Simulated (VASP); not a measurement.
# CuI (F-43m) in VASP: a series of runs

CuI is run at these levels: PBEsol, LDA, r2SCAN, HSE06, PBE-based screened hybrid with 30 % exact exchange; tasks: single point.

Program: VASP 6.6.1. These are calculated values, not measurements. Logs are shortened: lines on timing, memory, paths and dates and some standing lists are left out, and cuts for length are marked.

## (1) The cell of the first run

Symmetry: F-43m, No. 216, cubic system. Conventional cell: a = 6.024 Å, b = 6.024 Å, c = 6.024 Å, α = 90.00°, β = 90.00°, γ = 90.00°. Cu (site symmetry -43m) has 4 I at 2.61 Å within 3.4 Å. I (site symmetry -43m) has 4 Cu at 2.61 Å within 3.4 Å.

## (2) Single point, PBEsol

Input file INCAR:

```
SYSTEM = CuI
  PREC = Accurate
  ENCUT = 520
  EDIFF = 1E-6
  ISMEAR = 0
  SIGMA = 0.01
  LREAL = .FALSE.
  LASPH = .TRUE.
  NELM = 80
  ALGO = Normal
  ISIF = 2
  LWAVE = .FALSE.
  LCHARG = .FALSE.
  GGA = PS
  NBANDS = 16
```

Input file KPOINTS:

```
regular mesh
0
G
  6 6 6
  0 0 0
```

Input file POSCAR:

```
CuI
1.0
    0.0000000000      3.0120290156      3.0120290156
    3.0120290156      0.0000000000      3.0120290156
    3.0120290156      3.0120290156      0.0000000000
Cu I
1 1
Direct
    0.0000000000      0.0000000000      0.0000000000
    0.2500000000      0.2500000000      0.2500000000
```

Potentials or basis: VASP PAW PBE potentials, release 64 (Cu, I).

Command:

```sh
$ cat potpaw_PBE.64/Cu/POTCAR potpaw_PBE.64/I/POTCAR > POTCAR
$ mpirun -np 1 vasp_std > vasp.out
```

OUTCAR:

```text
SYSTEM = CuI
   PREC = Accurate
   ENCUT = 520
   EDIFF = 1E-6
   ISMEAR = 0
   LREAL = .FALSE.
   LASPH = .TRUE.
   NELM = 80
   ISIF = 2
   GGA = PS

 ion  position               nearest neighbor table
   1  0.000  0.000  0.000-   2 2.61   2 2.61   2 2.61   2 2.61
   2  0.250  0.250  0.250-   1 2.61   1 2.61   1 2.61   1 2.61

  LATTYP: Found a face centered cubic cell.
 ALAT       =     6.0240580312

  Lattice vectors:

 A1 = (   0.0000000000,   3.0120290156,   3.0120290156)
 A2 = (   3.0120290156,   0.0000000000,   3.0120290156)
 A3 = (   3.0120290156,   3.0120290156,   0.0000000000)

Analysis of symmetry for initial positions (statically):
=====================================================================
 Subroutine PRICEL returns:
 Original cell was already a primitive cell.

 Routine SETGRP: Setting up the symmetry group for a
 face centered cubic supercell.

 Subroutine GETGRP returns: Found 24 space group operations
 (whereof 24 operations were pure point group operations)
 out of a pool of 48 trial point group operations.

The static configuration has the point symmetry T_d .

Analysis of symmetry for dynamics (positions and initial velocities):
=====================================================================
 Subroutine PRICEL returns:
 Original cell was already a primitive cell.

 Routine SETGRP: Setting up the symmetry group for a
 face centered cubic supercell.

 Subroutine GETGRP returns: Found 24 space group operations
 (whereof 24 operations were pure point group operations)
 out of a pool of 48 trial point group operations.

The dynamic configuration has the point symmetry T_d .

 Subroutine INISYM returns: Found 24 space group operations
 (whereof 24 operations are pure point group operations),
 and found     1 'primitive' translations

----------------------------------------------------------------------------------------

                                     Primitive cell

  volume of cell :      54.6522

  direct lattice vectors                    reciprocal lattice vectors
     0.000000000  3.012029016  3.012029016    -0.166001057  0.166001057  0.166001057
     3.012029016  0.000000000  3.012029016     0.166001057 -0.166001057  0.166001057
     3.012029016  3.012029016  0.000000000     0.166001057  0.166001057 -0.166001057

  length of vectors
     4.259652284  4.259652284  4.259652284     0.287522265  0.287522265  0.287522265

  position of ions in fractional coordinates (direct lattice)
     0.000000000  0.000000000  0.000000000
     0.250000000  0.250000000  0.250000000

  ion indices of the primitive-cell ions
   primitive index   ion index
                 1           1
                 2           2

----------------------------------------------------------------------------------------

 KPOINTS: regular mesh

Automatic generation of k-mesh.
 Grid dimensions read from file:
 generate k-points for:    6    6    6

 Generating k-lattice:

  Cartesian coordinates                     Fractional coordinates (reciprocal lattice)
    -0.027666843  0.027666843  0.027666843     0.166666667  0.000000000  0.000000000
     0.027666843 -0.027666843  0.027666843     0.000000000  0.166666667  0.000000000
     0.027666843  0.027666843 -0.027666843     0.000000000  0.000000000  0.166666667

  Length of vectors
     0.047920377  0.047920377  0.047920377

  Shift w.r.t. Gamma in fractional coordinates (k-lattice)
     0.000000000  0.000000000  0.000000000

 Subroutine IBZKPT returns following result:
 ===========================================

 Found     16 irreducible k-points:

 Following reciprocal coordinates:
            Coordinates               Weight
  0.000000  0.000000  0.000000      1.000000
  0.166667  0.000000  0.000000      8.000000
  0.333333  0.000000  0.000000      8.000000
  0.500000  0.000000  0.000000      4.000000
  0.166667  0.166667  0.000000      6.000000
  0.333333  0.166667  0.000000     24.000000
[... 8 lines left out ...]
 -0.333333  0.333333  0.166667     24.000000
 -0.333333  0.500000  0.166667     12.000000
   k-points           NKPTS =     16   k-points in BZ     NKDIM =     16   number of bands    NBANDS=     16
   number of dos      NEDOS =    301   number of ions     NIONS =      2
   total plane-waves  NPLWV =  32768
   dimension x,y,z NGX =    32 NGY =   32 NGZ =   32
   dimension x,y,z NGXF=    64 NGYF=   64 NGZF=   64
   ions per type =               1   1
   NGX,Y,Z   is equivalent  to a cutoff of  12.49, 12.49, 12.49 a.u.
   NGXF,Y,Z  is equivalent  to a cutoff of  24.98, 24.98, 24.98 a.u.
 SYSTEM =  CuI
   PREC   = accura    normal or accurate (medium, high low for compatibility)
   ISTART =      0    job   : 0-new  1-cont  2-samecut
   ICHARG =      2    charge: 1-file 2-atom 10-const
   ISPIN  =      1    spin polarized calculation?
   LNONCOLLINEAR =      F non collinear calculations
   LSORBIT =      F    spin-orbit coupling
   LASPH  =      T    aspherical Exc in radial PAW
   ENCUT  =  520.0 eV  38.22 Ry    6.18 a.u.   7.92  7.92  7.92*2*pi/ulx,y,z
   NELM   =     80;   NELMIN=  2; NELMDL= -5     # of ELM steps
   EDIFF  = 0.1E-05   stopping-criterion for ELM
   LREAL  =      F    real-space projection
   EDIFFG = 0.1E-04   stopping-criterion for IOM
   NSW    =      0    number of steps for IOM
   IBRION =     -1    ionic relax: 0-MD 1-quasi-New 2-CG
   NFREE  =      0    steps in history (QN), initial steepest desc. (CG)
   ISIF   =      2    stress and relaxation
   ISYM   =      2    0-nonsym 1-usesym 2-fastsym
   POTIM  = 0.5000    time-step for ionic-motion
   TEBEG  =    0.0;   TEEND  =   0.0 temperature during run
   PSTRESS=    0.0 pullay stress
   NELECT =      18.0000    total number of electrons
   NUPDOWN=      -1.0000    fix difference up-down
   EMIN   =  10.00;   EMAX   =-10.00  energy-range for DOS
   EFERMI =   0.00;   METHOD = LEGACY
   ISMEAR =     0;   SIGMA  =   0.01  broadening in eV -4-tet -1-fermi 0-gaus
   EFERMI_NEDOS =   21; number of points for ismear=-14 and -15
   IALGO  =     38    algorithm
   IMIX   =      4    mixing-type and parameters
     AMIX     =   0.40;   BMIX     =  1.00
     AMIX_MAG =   1.60;   BMIX_MAG =  1.00
  volume/ion in A,a.u.               =      27.33       184.41
  Fermi-wavevector in a.u.,A,eV,Ry     =   1.130568  2.136463 17.390735  1.278183
  Thomas-Fermi vector in A             =   2.267264
   LORBIT       =      0    0 simple, 1 ext, 2 COOP (PROOUT), +10 PAW based schemes
   GGA     = PS    functional components
   LHFCALC =     F    Hartree Fock is set to
   AEXX    =    0.0000 exact exchange contribution
   IVDW    =     0    specifies the selected vdW correction
   LEPSILON=     F    determine dielectric tensor
   LRPA    =     F    only Hartree local field effects (RPA)
 non-spin polarized calculation
 Gauss-broadening in eV      SIGMA  =   0.01
  energy-cutoff  :      520.00
  volume of cell :       54.65
 maximum number of plane-waves:      1488
   NGX = 15   NGY = 15   NGZ = 15

 number of electron      18.0000016 magnetization

 Free energy of the ion-electron system (eV)
  ---------------------------------------------------
  ext. energy  EPLUGINS =         0.00000000
  ---------------------------------------------------
  free energy    TOTEN  =        -6.30598519 eV

  energy without entropy =       -6.30598519  energy(sigma->0) =       -6.30598519

 E-fermi :   4.5835     XC(G=0):  -9.2285

 val. band max:        4.4935153071   @ k =   0.0000   0.0000   0.0000
 cond. band min:       5.5724876255   @ k =   0.0000   0.0000   0.0000
 fundamental gap:      1.0789723183
 Fermi energy:         4.5835252022

 k-point     1 :       0.0000    0.0000    0.0000
  band No.  band energies     occupation
      1      -9.6346      2.00000
      2       0.7608      2.00000
      3       0.7608      2.00000
      4       0.7608      2.00000
      5       2.5368      2.00000
      6       2.5368      2.00000
[... 8 lines left out ...]
     15      14.1041      0.00000
     16      14.1041      0.00000

 k-point     2 :       0.1667    0.0000    0.0000
  band No.  band energies     occupation
      1      -9.5027      2.00000
      2       0.2475      2.00000
      3       0.7718      2.00000
      4       0.7718      2.00000
      5       2.5273      2.00000
      6       2.5273      2.00000
[... 8 lines left out ...]
     15      13.2048      0.00000
     16      13.5249      0.00000

 k-point     3 :       0.3333    0.0000    0.0000
  band No.  band energies     occupation
      1      -9.2120      2.00000
      2      -0.7511      2.00000
      3       0.7865      2.00000
      4       0.7865      2.00000
      5       2.5381      2.00000
      6       2.5381      2.00000
[... 8 lines left out ...]
     15      13.7017      0.00000
     16      13.7017      0.00000

 k-point     4 :       0.5000    0.0000    0.0000
  band No.  band energies     occupation
      1      -9.0499      2.00000
      2      -1.2348      2.00000
      3       0.7895      2.00000
      4       0.7895      2.00000
      5       2.5653      2.00000
      6       2.5653      2.00000
[... 8 lines left out ...]
     15      15.3991      0.00000
     16      15.3991      0.00000
[... 172 lines left out ...]
 k-point    14 :       0.5000    0.3333    0.1667
  band No.  band energies     occupation
      1      -9.0112      2.00000
      2      -0.7655      2.00000
      3       0.2725      2.00000
      4       0.7234      2.00000
      5       2.4713      2.00000
      6       2.5538      2.00000
[... 8 lines left out ...]
     15      15.4494      0.00000
     16      16.6051      0.00000

 k-point    15 :      -0.3333    0.3333    0.1667
  band No.  band energies     occupation
      1      -8.9003      2.00000
      2      -0.8153      2.00000
      3      -0.0342      2.00000
      4       0.6834      2.00000
      5       2.4387      2.00000
      6       2.5369      2.00000
[... 8 lines left out ...]
     15      15.6044      0.00000
     16      16.3474      0.00000

 k-point    16 :      -0.3333    0.5000    0.1667
  band No.  band energies     occupation
      1      -8.8483      2.00000
      2      -0.9141      2.00000
      3       0.1133      2.00000
      4       0.5904      2.00000
      5       2.4825      2.00000
      6       2.4892      2.00000
[... 8 lines left out ...]
     15      16.0919      0.00000
     16      16.5357      0.00000

------------------------ aborting loop because EDIFF is reached ----------------------------------------

  FORCE on cell =-STRESS in cart. coord.  units (eV):
  Direction    XX          YY          ZZ          XY          YZ          ZX
  --------------------------------------------------------------------------------------
  -------------------------------------------------------------------------------------
  Total       -0.4904103     -0.4904103     -0.4904103     -0.0000000      0.0000000     -0.0000000
  in kB      -14.3768166    -14.3768166    -14.3768166     -0.0000000      0.0000000     -0.0000000
  external PRESSURE =     -14.3768166 kB  Pullay stress =       0.0000000 kB

 VOLUME and BASIS-vectors are now :
 -----------------------------------------------------------------------------
  energy-cutoff  :      520.00
  volume of cell :       54.65
      direct lattice vectors                 reciprocal lattice vectors
     0.000000000  3.012029016  3.012029016    -0.166001057  0.166001057  0.166001057
     3.012029016  0.000000000  3.012029016     0.166001057 -0.166001057  0.166001057
     3.012029016  3.012029016  0.000000000     0.166001057  0.166001057 -0.166001057

 POSITION                                       TOTAL-FORCE (eV/Angst)
 -----------------------------------------------------------------------------------
      0.00000      0.00000      0.00000        -0.000000     -0.000000     -0.000000
      1.50601      1.50601      1.50601         0.000000      0.000000      0.000000
 -----------------------------------------------------------------------------------
    total drift:                                0.000000      0.000000      0.000000

  FREE ENERGIE OF THE ION-ELECTRON SYSTEM (eV)
  ---------------------------------------------------
  free  energy   TOTEN  =        -6.3059851885 eV

  energy  without entropy=       -6.3059851885  energy(sigma->0) =       -6.30598519
```

Wall time 19 s (1 thread of Oxide Virtual Turin-like, shared host); peak memory 0.14 GiB.

Results:

```yaml
Free_energy: -6.3060 eV
Pressure: -1.4 GPa
Band_gap_on_the_k_mesh: 1.08 eV
```

Levels at points of the mesh, in eV from the valence-band top:
```
           k point  band 5  band 6  band 7  band 8  band 9  band 10  band 11  band 12  band 13  band 14
(0.00, 0.00, 0.00)   -1.96   -1.96    0.00    0.00    0.00     1.08     4.81     4.81     4.81     8.07
(0.50, 0.00, 0.00)   -1.93   -1.93   -1.88   -0.75   -0.75     2.10     5.34     5.34     7.28     9.08
(0.50, 0.50, 0.00)   -1.99   -1.90   -1.87   -1.58   -1.58     2.56     2.84     9.21     9.81     9.81
```

Caveat: the PAW data sets were made with another functional, which shifts forces and pressure a little; spin-orbit coupling is left out, which moves the levels of the heavy elements.

## (3) Single point, LDA

Input file INCAR:

```
ALGO = Normal
EDIFF = 1E-6
ENCUT = 520
ISIF = 2
ISMEAR = 0
LASPH = True
LCHARG = True
LELF = True
LREAL = False
LVHAR = True
LWAVE = False
NBANDS = 16
NELM = 100
PREC = Accurate
SIGMA = 0.01
```

Input file KPOINTS:

```
k-points
0
Gamma
  6 6 6
```

POSCAR is that of step 2.

Potentials or basis: VASP PAW LDA potentials, release 64 (Cu, I).

Command:

```sh
$ cat potpaw_LDA.64/Cu/POTCAR potpaw_LDA.64/I/POTCAR > POTCAR
$ mpirun -np 1 vasp_std > vasp.out
```

OUTCAR:

```text
EDIFF = 1E-6
   ENCUT = 520
   ISIF = 2
   ISMEAR = 0
   LASPH = True
   LREAL = False
   NELM = 100
   PREC = Accurate

 ion  position               nearest neighbor table
   1  0.000  0.000  0.000-   2 2.61   2 2.61   2 2.61   2 2.61
   2  0.250  0.250  0.250-   1 2.61   1 2.61   1 2.61   1 2.61

  LATTYP: Found a face centered cubic cell.
 ALAT       =     6.0240580312

  Lattice vectors:

 A1 = (   0.0000000000,   3.0120290156,   3.0120290156)
 A2 = (   3.0120290156,   0.0000000000,   3.0120290156)
 A3 = (   3.0120290156,   3.0120290156,   0.0000000000)

Analysis of symmetry for initial positions (statically):
=====================================================================
 Subroutine PRICEL returns:
 Original cell was already a primitive cell.

 Routine SETGRP: Setting up the symmetry group for a
 face centered cubic supercell.

 Subroutine GETGRP returns: Found 24 space group operations
 (whereof 24 operations were pure point group operations)
 out of a pool of 48 trial point group operations.

The static configuration has the point symmetry T_d .

Analysis of symmetry for dynamics (positions and initial velocities):
=====================================================================
 Subroutine PRICEL returns:
 Original cell was already a primitive cell.

 Routine SETGRP: Setting up the symmetry group for a
 face centered cubic supercell.

 Subroutine GETGRP returns: Found 24 space group operations
 (whereof 24 operations were pure point group operations)
 out of a pool of 48 trial point group operations.

The dynamic configuration has the point symmetry T_d .

 Subroutine INISYM returns: Found 24 space group operations
 (whereof 24 operations are pure point group operations),
 and found     1 'primitive' translations

----------------------------------------------------------------------------------------

[... 99 lines left out ...]
   EFERMI_NEDOS =   21; number of points for ismear=-14 and -15
   IALGO  =     38    algorithm
   IMIX   =      4    mixing-type and parameters
     AMIX     =   0.40;   BMIX     =  1.00
     AMIX_MAG =   1.60;   BMIX_MAG =  1.00
  volume/ion in A,a.u.               =      27.33       184.41
  Fermi-wavevector in a.u.,A,eV,Ry     =   1.130568  2.136463 17.390735  1.278183
  Thomas-Fermi vector in A             =   2.267264
   LORBIT       =      0    0 simple, 1 ext, 2 COOP (PROOUT), +10 PAW based schemes
   GGA     = CA    functional components
   LHFCALC =     F    Hartree Fock is set to
   AEXX    =    0.0000 exact exchange contribution
   IVDW    =     0    specifies the selected vdW correction
   LEPSILON=     F    determine dielectric tensor
   LRPA    =     F    only Hartree local field effects (RPA)
 non-spin polarized calculation
 Gauss-broadening in eV      SIGMA  =   0.01
  energy-cutoff  :      520.00
  volume of cell :       54.65
 maximum number of plane-waves:      1488
   NGX = 15   NGY = 15   NGZ = 15

 number of electron      18.0000016 magnetization

 Free energy of the ion-electron system (eV)
  ---------------------------------------------------
  ext. energy  EPLUGINS =         0.00000000
  ---------------------------------------------------
  free energy    TOTEN  =        -6.94223965 eV

  energy without entropy =       -6.94223965  energy(sigma->0) =       -6.94223965

 E-fermi :   4.4248     XC(G=0):  -9.3947

 val. band max:        4.3815790129   @ k =   0.0000   0.0000   0.0000
 cond. band min:       5.4284756521   @ k =   0.0000   0.0000   0.0000
 fundamental gap:      1.0468966391
 Fermi energy:         4.4247912375

 k-point     1 :       0.0000    0.0000    0.0000
  band No.  band energies     occupation
      1      -9.7042      2.00000
      2       0.6647      2.00000
      3       0.6647      2.00000
      4       0.6647      2.00000
      5       2.3811      2.00000
      6       2.3811      2.00000
[... 281 lines left out ...]
      3       0.0466      2.00000
      4       0.5285      2.00000
      5       2.3345      2.00000
      6       2.3361      2.00000
[... 8 lines left out ...]
     15      16.0516      0.00000
     16      16.4376      0.00000

------------------------ aborting loop because EDIFF is reached ----------------------------------------

  FORCE on cell =-STRESS in cart. coord.  units (eV):
  Direction    XX          YY          ZZ          XY          YZ          ZX
  --------------------------------------------------------------------------------------
  -------------------------------------------------------------------------------------
  Total       -1.2448512     -1.2448512     -1.2448512      0.0000000      0.0000000      0.0000000
  in kB      -36.4939249    -36.4939249    -36.4939249      0.0000000      0.0000000      0.0000000
  external PRESSURE =     -36.4939249 kB  Pullay stress =       0.0000000 kB

 VOLUME and BASIS-vectors are now :
 -----------------------------------------------------------------------------
  energy-cutoff  :      520.00
  volume of cell :       54.65
      direct lattice vectors                 reciprocal lattice vectors
     0.000000000  3.012029016  3.012029016    -0.166001057  0.166001057  0.166001057
     3.012029016  0.000000000  3.012029016     0.166001057 -0.166001057  0.166001057
     3.012029016  3.012029016  0.000000000     0.166001057  0.166001057 -0.166001057

 POSITION                                       TOTAL-FORCE (eV/Angst)
 -----------------------------------------------------------------------------------
      0.00000      0.00000      0.00000         0.000000     -0.000000     -0.000000
      1.50601      1.50601      1.50601        -0.000000      0.000000      0.000000
 -----------------------------------------------------------------------------------
    total drift:                                0.000001      0.000001      0.000001

  FREE ENERGIE OF THE ION-ELECTRON SYSTEM (eV)
  ---------------------------------------------------
  free  energy   TOTEN  =        -6.9422396519 eV

  energy  without entropy=       -6.9422396519  energy(sigma->0) =       -6.94223965
```

stdout:

```text
POSCAR found type information on POSCAR CuI
 POSCAR found :  2 types and       2 ions
 scaLAPACK will be used
 LDA part: xc-table for (Slater(with rela. corr.)+CA(PZ))
 , standard interpolation
 POSCAR, INCAR and KPOINTS ok, starting setup
 FFT: planning ... GRIDC
 FFT: planning ... GRID_SOFT
 FFT: planning ... GRID
 WAVECAR not read
 entering main loop
```

Run time: 25 s. Hardware: 1 thread of Oxide Virtual Turin-like, shared host; peak memory 0.12 GiB.

Results:

```yaml
Free_energy: -6.9422 eV
Pressure: -3.6 GPa
Band_gap_on_the_k_mesh: 1.05 eV
```

Levels at points of the mesh, in eV from the valence-band top:
```csv
k point,band 5,band 6,band 7,band 8,band 9,band 10,band 11,band 12,band 13,band 14
"(0.00, 0.00, 0.00)",-2.00,-2.00,0.00,0.00,0.00,1.05,4.85,4.85,4.85,8.01
"(0.50, 0.00, 0.00)",-1.97,-1.97,-1.93,-0.75,-0.75,2.08,5.39,5.39,7.28,9.04
"(0.50, 0.50, 0.00)",-2.03,-1.94,-1.91,-1.62,-1.62,2.58,2.84,9.17,9.80,9.80
```

Caveat: the cell stands under tension; spin-orbit coupling is left out, which moves the levels of the heavy elements.

[end of part 1 of 2]
